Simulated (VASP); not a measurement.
# Co12Si24B (a cell with a defect) in VASP: further runs

Co12Si24B (a cell with a defect) is run at these levels: PBE; tasks: single point.

Everything below comes from runs of VASP 6.6.1. Logs are shortened: lines on timing, memory, paths and dates and some standing lists are left out, and cuts for length are marked.

## 1. The cell of the first run

The cell holds a defect, 37 atoms: a = 7.581 Å, b = 7.581 Å, c = 11.371 Å, α = 60.00°, β = 60.00°, γ = 60.00°.

## 2. Single point, PBE

Contents of INCAR:

```
PREC = Accurate
ENCUT = 520
EDIFF = 1E-6
ISMEAR = 1
SIGMA = 0.1
LREAL = Auto
LASPH = T
NELM = 120
ALGO = Normal
ISIF = 2
LWAVE = F
LCHARG = F
GGA = PE
NBANDS = 128
GGA_COMPAT = F
```

Contents of KPOINTS:

```
Automatic mesh
0
Gamma
  1 1 1
```

Contents of POSCAR:

```
Co12Si24B
1.0
    0.0000000000      5.3602887400      5.3602887400
    5.3602887400      0.0000000000      5.3602887400
    8.0404331200      8.0404331200      0.0000000000
Co Si B
12 24 1
Direct
    0.0132648773      0.0153598150     -0.0072781658
   -0.0041083472     -0.0038116864      0.3347649562
   -0.0086593953     -0.0089355893      0.6570496428
    0.0055246127      0.5077171495      0.0030187259
    0.0032917077      0.5028678530      0.3323538076
    0.0062074282      0.4900793664      0.6725613069
    0.5066729229      0.0065518079      0.0031164219
    0.5025496433      0.0038298427      0.3321944018
    0.4897479473      0.0063260688      0.6724977856
    0.5051764416      0.5074994292      0.0031992143
    0.5008901311      0.5011093061      0.3377881273
    0.5071160268      0.5069323289      0.6673375179
    0.3749317575      0.3756792204      0.2528156463
    0.1340760920      0.1348419376      0.0846064654
    0.3803252004      0.3806395767      0.5878961959
    0.1274372385      0.1277079713      0.4128765906
    0.3786191148      0.3796564081      0.9153607280
    0.0991559246      0.0994070790      0.7357518723
    0.3696818458      0.8746984774      0.2539748050
    0.1341764999      0.6395295787      0.0808883746
    0.3716243287      0.8708554416      0.5812316969
    0.1291725551      0.6227301159      0.4221732733
    0.3825323033      0.8799569850      0.9195374745
    0.1359158842      0.6246498903      0.7514294679
    0.8742562262      0.3701859332      0.2539843887
    0.6382141572      0.1355973329      0.0808401826
    0.8706368624      0.3718668919      0.5812978718
    0.6223771451      0.1294404840      0.4221304274
    0.8774669216      0.3845601851      0.9196061457
    0.6250212602      0.1355685935      0.7513678695
    0.8753055849      0.8759223180      0.2471977053
    0.6328477098      0.6334901595      0.0888781770
    0.8622902691      0.8629877908      0.5837687875
    0.6306340358      0.6310604047      0.4166107351
    0.8732315897      0.8743922151      0.9144079303
    0.6293608664      0.6294847871      0.7532415609
    0.2002781095      0.2010197061      0.7959600052
```

Potentials or basis: VASP PAW PBE potentials, release 64 (Co, Si, B).

Command:

```
> cat potpaw_PBE.64/Co/POTCAR potpaw_PBE.64/Si/POTCAR potpaw_PBE.64/B/POTCAR > POTCAR
> mpirun -np 1 vasp_gam > vasp.out
```

OUTCAR:

```text
PREC = Accurate
   ENCUT = 520
   EDIFF = 1E-6
   ISMEAR = 1
   LREAL = Auto
   LASPH = T
   NELM = 120
   ISIF = 2
   GGA = PE

 ion  position               nearest neighbor table
   1  0.013  0.015  0.993-  37 2.16  29 2.29  23 2.29  26 2.32  20 2.33  14 2.34  31 2.37  18 2.45
                            35 2.47
   2  0.996  0.996  0.335-  31 2.30  22 2.31  19 2.31  28 2.31  33 2.31  25 2.32  14 2.33  16 2.35

   3  0.991  0.991  0.657-  18 2.07  33 2.27  16 2.27  30 2.28  24 2.28  21 2.36  27 2.36  35 2.39

   4  0.006  0.508  0.003-  35 2.27  32 2.31  14 2.31  17 2.31  29 2.33  25 2.33  20 2.34  24 2.34

   5  0.003  0.503  0.332-  13 2.30  34 2.31  31 2.31  27 2.31  16 2.32  20 2.34  25 2.35  22 2.36

   6  0.006  0.490  0.673-  37 2.17  29 2.30  33 2.32  15 2.32  22 2.33  36 2.33  24 2.37  27 2.42
                            18 2.46
   7  0.507  0.007  0.003-  35 2.27  14 2.31  32 2.31  17 2.31  23 2.33  19 2.33  26 2.34  30 2.34
[... 41 lines left out ...]
  28  0.622  0.129  0.422-  11 2.30   2 2.31   9 2.33   8 2.35  33 2.59  25 2.64  15 2.68  13 2.69
                            21 2.73  31 2.77
  29  0.877  0.385  0.920-  37 2.24   1 2.29   6 2.30  10 2.30   4 2.33  26 2.62  36 2.67  24 2.67
                            32 2.70  14 2.70  18 3.04
  30  0.625  0.136  0.751-   3 2.28  12 2.30   7 2.34   9 2.37  27 2.59  15 2.63  17 2.63  35 2.64
                            23 2.67  33 2.82
  31  0.875  0.876  0.247-   2 2.30   8 2.31   5 2.31   1 2.37  20 2.61  26 2.61  34 2.62  28 2.77
                            22 2.77  14 2.78
  32  0.633  0.633  0.089-   4 2.31   7 2.31  11 2.31  10 2.37  35 2.58  19 2.62  25 2.63  29 2.70
                            23 2.70  13 2.77
  33  0.862  0.863  0.584-   3 2.27   9 2.31   2 2.31   6 2.32  36 2.51  28 2.59  22 2.59  30 2.82
                            24 2.82  16 2.84
  34  0.631  0.631  0.417-   5 2.31   8 2.31  12 2.33  11 2.34  21 2.61  27 2.61  31 2.62  15 2.68
                            25 2.71  19 2.71
  35  0.873  0.874  0.914-   7 2.27   4 2.27   3 2.39  18 2.44   1 2.47  32 2.58  30 2.64  24 2.65
                            20 2.74  26 2.74
  36  0.629  0.629  0.753-  12 2.31  10 2.32   6 2.33   9 2.33  33 2.51  29 2.67  23 2.68  17 2.68
                            27 2.77  21 2.77
  37  0.200  0.201  0.796-  18 1.81   1 2.16   6 2.17   9 2.17  15 2.17  23 2.23  29 2.24

  LATTYP: Found a face centered orthorhombic cell.
 ALAT       =     7.5805930343
 B/A-ratio  =     1.7320508076
 C/A-ratio  =     2.4494897458

  Lattice vectors:

 A1 = (   8.0404331200,   8.0404331200,   0.0000000000)
 A2 = (   2.6801443800,   8.0404331200,  -5.3602887400)
 A3 = (   0.0000000000,   5.3602887400,   5.3602887400)

Analysis of symmetry for initial positions (statically):
=====================================================================
 Subroutine PRICEL returns:
 Original cell was already a primitive cell.

 Routine SETGRP: Setting up the symmetry group for a
 face centered orthorhombic supercell.

 Subroutine GETGRP returns: Found  1 space group operations
 (whereof  1 operations were pure point group operations)
 out of a pool of  8 trial point group operations.

The static configuration has the point symmetry C_1 .

Analysis of symmetry for dynamics (positions and initial velocities):
=====================================================================
 Subroutine PRICEL returns:
 Original cell was already a primitive cell.

 Routine SETGRP: Setting up the symmetry group for a
 face centered orthorhombic supercell.

 Subroutine GETGRP returns: Found  1 space group operations
 (whereof  1 operations were pure point group operations)
 out of a pool of  8 trial point group operations.

The dynamic configuration has the point symmetry C_1 .

 Subroutine INISYM returns: Found  1 space group operations
 (whereof  1 operations are pure point group operations),
 and found     1 'primitive' translations

----------------------------------------------------------------------------------------

                                     Primitive cell

  volume of cell :     462.0466

  direct lattice vectors                    reciprocal lattice vectors
     0.000000000  5.360288740  5.360288740    -0.093278557  0.093278557  0.093278557
     5.360288740  0.000000000  5.360288740     0.093278557 -0.093278557  0.093278557
     8.040433120  8.040433120  0.000000000     0.062185705  0.062185705 -0.062185705

  length of vectors
     7.580593034  7.580593034 11.370889566     0.161563200  0.161563200  0.107708800

  position of ions in fractional coordinates (direct lattice)
     0.013264877  0.015359815  0.992721834
     0.995891653  0.996188314  0.334764956
     0.991340605  0.991064411  0.657049643
     0.005524613  0.507717150  0.003018726
     0.003291708  0.502867853  0.332353808
     0.006207428  0.490079366  0.672561307
[... 29 lines left out ...]
     0.629360866  0.629484787  0.753241561
[... 50 lines left out ...]
   NGXF,Y,Z  is equivalent  to a cutoff of  24.56, 24.56, 26.32 a.u.
 SYSTEM =  unknown system
   PREC   = accura    normal or accurate (medium, high low for compatibility)
   ISTART =      0    job   : 0-new  1-cont  2-samecut
   ICHARG =      2    charge: 1-file 2-atom 10-const
   ISPIN  =      1    spin polarized calculation?
   LNONCOLLINEAR =      F non collinear calculations
   LSORBIT =      F    spin-orbit coupling
   LASPH  =      T    aspherical Exc in radial PAW
   ENCUT  =  520.0 eV  38.22 Ry    6.18 a.u.  14.09 14.09 21.14*2*pi/ulx,y,z
   NELM   =    120;   NELMIN=  2; NELMDL= -5     # of ELM steps
   EDIFF  = 0.1E-05   stopping-criterion for ELM
   LREAL  =      T    real-space projection
   EDIFFG = 0.1E-04   stopping-criterion for IOM
   NSW    =      0    number of steps for IOM
   IBRION =     -1    ionic relax: 0-MD 1-quasi-New 2-CG
   NFREE  =      0    steps in history (QN), initial steepest desc. (CG)
   ISIF   =      2    stress and relaxation
   ISYM   =      2    0-nonsym 1-usesym 2-fastsym
   POTIM  = 0.5000    time-step for ionic-motion
   TEBEG  =    0.0;   TEEND  =   0.0 temperature during run
   PSTRESS=    0.0 pullay stress
   NELECT =     207.0000    total number of electrons
   NUPDOWN=      -1.0000    fix difference up-down
   EMIN   =  10.00;   EMAX   =-10.00  energy-range for DOS
   EFERMI =   0.00;   METHOD = LEGACY
   ISMEAR =     1;   SIGMA  =   0.10  broadening in eV -4-tet -1-fermi 0-gaus
   EFERMI_NEDOS =   21; number of points for ismear=-14 and -15
   IALGO  =     38    algorithm
   IMIX   =      4    mixing-type and parameters
     AMIX     =   0.40;   BMIX     =  1.00
     AMIX_MAG =   1.60;   BMIX_MAG =  1.00
  volume/ion in A,a.u.               =      12.49        84.27
  Fermi-wavevector in a.u.,A,eV,Ry     =   1.252669  2.367201 21.349986  1.569180
  Thomas-Fermi vector in A             =   2.386558
   LORBIT       =      0    0 simple, 1 ext, 2 COOP (PROOUT), +10 PAW based schemes
   GGA     = PE    functional components
   LHFCALC =     F    Hartree Fock is set to
   AEXX    =    0.0000 exact exchange contribution
   IVDW    =     0    specifies the selected vdW correction
   LEPSILON=     F    determine dielectric tensor
   LRPA    =     F    only Hartree local field effects (RPA)
 non-spin polarized calculation
 Methfessel and Paxton  Order N= 1 SIGMA  =   0.10
  energy-cutoff  :      520.00
  volume of cell :      462.05
 maximum number of plane-waves:      6237
   NGX = 29   NGY = 29   NGZ = 43

 number of electron     207.0000003 magnetization

 Free energy of the ion-electron system (eV)
  ---------------------------------------------------
  ext. energy  EPLUGINS =         0.00000000
  ---------------------------------------------------
  free energy    TOTEN  =      -233.01056195 eV

  energy without entropy =     -232.99599137  energy(sigma->0) =     -233.00570509

 E-fermi :  10.4684     XC(G=0): -11.8027

 val. band max:       10.3145160099   @ k =   0.0000   0.0000   0.0000
 cond. band min:      10.4704490023   @ k =   0.0000   0.0000   0.0000
 fundamental gap:      0.1559329924
 Fermi energy:        10.4683615886

 k-point     1 :       0.0000    0.0000    0.0000
  band No.  band energies     occupation
      1      -3.1513      2.00000
      2      -1.6158      2.00000
      3      -1.3621      2.00000
      4      -0.2605      2.00000
      5      -0.1443      2.00000
      6       0.2223      2.00000
[... 107 lines left out ...]
    114      12.1339     -0.00000
    115      12.5425      0.00000
 [bands above 115 left out]

------------------------ aborting loop because EDIFF is reached ----------------------------------------

  FORCE on cell =-STRESS in cart. coord.  units (eV):
  Direction    XX          YY          ZZ          XY          YZ          ZX
  --------------------------------------------------------------------------------------
  -------------------------------------------------------------------------------------
  Total        2.6165922      2.9932244      3.2784332      3.2074995      3.1914633      2.5806352
  in kB        9.0732068     10.3792040     11.3681844     11.1222171     11.0666106      8.9485237
  external PRESSURE =      10.2735318 kB  Pullay stress =       0.0000000 kB

 VOLUME and BASIS-vectors are now :
 -----------------------------------------------------------------------------
  energy-cutoff  :      520.00
  volume of cell :      462.05
      direct lattice vectors                 reciprocal lattice vectors
     0.000000000  5.360288740  5.360288740    -0.093278557  0.093278557  0.093278557
     5.360288740  0.000000000  5.360288740     0.093278557 -0.093278557  0.093278557
     8.040433120  8.040433120  0.000000000     0.062185705  0.062185705 -0.062185705

 POSITION                                       TOTAL-FORCE (eV/Angst)
 -----------------------------------------------------------------------------------
      8.06425      8.05302      0.15344         0.007726      0.012459     -0.023974
      8.03151      8.02992     10.67812        -0.000558     -0.000480      0.005878
     10.59536     10.59684     10.62626        -0.026460     -0.025499     -0.023144
      2.74578      0.05389      2.75112         0.005525      0.005909     -0.004296
      5.36779      2.68991      2.71316        -0.000404     -0.000563      0.004233
      8.03465      5.44096      2.66024         0.005235     -0.011888      0.002782
[... 29 lines left out ...]
      9.43061      9.42994      6.74778         0.004305     -0.001896      0.004164
      7.47739      7.47341      2.15107         0.017366      0.013305      0.010738
 -----------------------------------------------------------------------------------
    total drift:                               -0.005690     -0.001052     -0.000007

  FREE ENERGIE OF THE ION-ELECTRON SYSTEM (eV)
  ---------------------------------------------------
  free  energy   TOTEN  =      -233.0105619498 eV

  energy  without entropy=     -232.9959913725  energy(sigma->0) =     -233.00570509
```

Wall time 9 min (1 thread of Intel Xeon 8259CL, shared host); peak memory 0.61 GiB.

Results:

```
Free energy            : -233.0106 eV
Pressure               : 1.0 GPa
Largest force          : 0.043 eV/Å
Band gap on the k mesh : zero (an odd number of electrons rules out a gap without spin polarisation)
```

Forces on the atoms (eV/Å):
```
Co   0.008  0.012 -0.024
Co  -0.001  0.000  0.006
Co  -0.026 -0.025 -0.023
Co   0.006  0.006 -0.004
Co   0.000 -0.001  0.004
Co   0.005 -0.012  0.003
Co   0.006  0.004 -0.004
Co   0.000 -0.001  0.000
Co  -0.008  0.005  0.007
Co  -0.001  0.005  0.000
Co   0.000 -0.004 -0.001
Co   0.002 -0.004  0.007
Si  -0.004 -0.001 -0.001
Si   0.003 -0.001  0.010
Si   0.007  0.012 -0.008
Si   0.002  0.001 -0.004
Si  -0.009 -0.008 -0.005
Si  -0.004 -0.002  0.001
Si   0.002 -0.001 -0.003
Si   0.004 -0.005  0.008
Si   0.007  0.003 -0.001
Si   0.004 -0.002  0.003
Si  -0.007 -0.016  0.004
Si   0.001  0.005 -0.002
Si  -0.003  0.003 -0.003
Si   0.000  0.003  0.008
Si   0.000  0.006 -0.003
Si   0.000  0.005  0.002
Si  -0.023  0.004  0.007
Si   0.008 -0.007 -0.004
Si  -0.002 -0.001 -0.003
Si   0.003 -0.001  0.005
Si   0.005  0.005  0.003
Si   0.000  0.001 -0.001
Si  -0.007  0.000  0.005
Si   0.004 -0.002  0.004
B    0.017  0.013  0.011
```

Caveat: the k points lie up to 1.02 Å⁻¹ apart, too coarse for converged energies and pressures of a metal; the run has no spin polarisation, though such a crystal can be magnetic.

## 3. Single point, PBE

Contents of INCAR:

```
SYSTEM = Co12Si24B
ALGO     = Normal         ! electronic algorithm
EDIFF    = 1E-6           ! SCF threshold, eV
ENCUT    = 520            ! plane-wave cutoff, eV
GGA      = PE             ! functional
GGA_COMPAT= .FALSE.      
ISIF     = 2              ! what is computed and relaxed
ISMEAR   = 1              ! smearing method
LASPH    = .TRUE.         ! aspherical terms in the spheres
LCHARG   = .FALSE.        ! write CHGCAR
LREAL    = Auto         
LWAVE    = .FALSE.        ! write WAVECAR
NBANDS   = 128            ! bands
NELM     = 120            ! most SCF steps
PREC     = Accurate       ! precision mode
SIGMA    = 0.1            ! smearing width, eV
```

Contents of KPOINTS:

```
k-points
0
G
  1 1 1
  0 0 0
```

Contents of POSCAR:

```
Co12Si24B
1.0
    0.0000000000      5.3602887400      5.3602887400
    5.3602887400      0.0000000000      5.3602887400
    8.0404331200      8.0404331200      0.0000000000
Co Si B
12 24 1
Direct
    0.0132649571      0.0153598069     -0.0072782149
   -0.0041084541     -0.0038116417      0.3347649884
   -0.0086593283     -0.0089356194      0.6570496167
    0.0055246091      0.5077171458      0.0030186807
    0.0032917070      0.5028677802      0.3323537999
    0.0062075014      0.4900793833      0.6725612811
    0.5066729857      0.0065517926      0.0031164366
    0.5025496071      0.0038298310      0.3321944179
    0.4897479646      0.0063260585      0.6724977895
    0.5051764245      0.5074994337      0.0031992680
    0.5008901815      0.5011091996      0.3377881464
    0.5071160588      0.5069323001      0.6673374954
    0.3749318549      0.3756792027      0.2528156095
    0.1340760796      0.1348418966      0.0846064497
    0.3803252211      0.3806395698      0.5878961903
    0.1274372582      0.1277079525      0.4128765765
    0.3786190630      0.3796565071      0.9153607014
    0.0991559458      0.0994070517      0.7357518447
    0.3696818578      0.8746984962      0.2539748132
    0.1341764474      0.6395296347      0.0808883664
    0.3716242905      0.8708554196      0.5812316862
    0.1291725192      0.6227300733      0.4221732772
    0.3825322850      0.8799569816      0.9195374664
    0.1359159059      0.6246498393      0.7514294827
    0.8742561693      0.3701859352      0.2539843898
    0.6382141272      0.1355973596      0.0808401725
    0.8706368680      0.3718669081      0.5812979140
    0.6223772005      0.1294405085      0.4221304312
    0.8774670038      0.3845601608      0.9196061194
    0.6250212745      0.1355685366      0.7513679188
    0.8753055530      0.8759223109      0.2471976908
    0.6328478119      0.6334901280      0.0888781723
    0.8622903027      0.8629878397      0.5837688008
    0.6306340319      0.6310605014      0.4166107037
    0.8732315043      0.8743922627      0.9144079542
    0.6293607795      0.6294848400      0.7532415741
    0.2002781104      0.2010196749      0.7959600440
```

Potentials or basis: VASP PAW PBE potentials, release 64 (Co, Si, B).

Command:

```
> cat potpaw_PBE.64/Co/POTCAR potpaw_PBE.64/Si/POTCAR potpaw_PBE.64/B/POTCAR > POTCAR
> mpirun -np 1 vasp_gam > vasp.out
```

It took 7.2 min on 1 thread of Intel Xeon 8259CL, shared host; peak memory 0.61 GiB.

Results (log left out):

| Item | Value |
| --- | --- |
| Free energy | -233.0106 eV |
| Pressure | 1.0 GPa |
| Largest force | 0.043 eV/Å |
| Band gap on the k mesh | zero (an odd number of electrons rules out a gap without spin polarisation) |

Forces on the atoms (eV/Å):
```
Co   0.008  0.012 -0.024
Co  -0.001  0.000  0.006
Co  -0.026 -0.025 -0.023
Co   0.006  0.006 -0.004
Co   0.000 -0.001  0.004
Co   0.005 -0.012  0.003
Co   0.006  0.004 -0.004
Co   0.000 -0.001  0.000
Co  -0.008  0.005  0.007
Co  -0.001  0.005  0.000
Co   0.000 -0.004 -0.001
Co   0.002 -0.004  0.007
Si  -0.004 -0.001 -0.001
Si   0.003 -0.001  0.010
Si   0.007  0.012 -0.008
Si   0.002  0.001 -0.004
Si  -0.009 -0.008 -0.005
Si  -0.004 -0.002  0.001
Si   0.002 -0.001 -0.003
Si   0.004 -0.005  0.008
Si   0.007  0.003 -0.001
Si   0.004 -0.002  0.003
Si  -0.007 -0.016  0.004
Si   0.001  0.005 -0.002
Si  -0.003  0.003 -0.003
Si   0.000  0.003  0.008
Si   0.000  0.006 -0.003
Si   0.000  0.005  0.002
Si  -0.023  0.004  0.007
Si   0.008 -0.007 -0.004
Si  -0.002 -0.001 -0.003
Si   0.003 -0.001  0.005
Si   0.005  0.005  0.003
Si   0.000  0.001 -0.001
Si  -0.007  0.000  0.005
Si   0.004 -0.002  0.004
B    0.017  0.013  0.011
```

Stress tensor (GPa, compression positive):
```
0.91 1.11 0.89
1.11 1.04 1.11
0.89 1.11 1.14
```

Levels at points of the mesh, in eV from the Fermi level:
| k point | band 99 | band 100 | band 101 | band 102 | band 103 | band 104 | band 105 | band 106 | band 107 | band 108 |
| --- | --- | --- | --- | --- | --- | --- | --- | --- | --- | --- |
| (0.00, 0.00, 0.00) | -0.94 | -0.80 | -0.69 | -0.35 | -0.15 | 0.00 | 0.20 | 0.36 | 0.57 | 1.04 |

Caveat: the k points lie up to 1.02 Å⁻¹ apart, too coarse for converged energies and pressures of a metal; the run has no spin polarisation, though such a crystal can be magnetic. Spin polarisation is off, so any magnetic state and its effect on volume and gap are missing.

The gap in the log of VASP goes by the Fermi energy; the results here count the filled bands.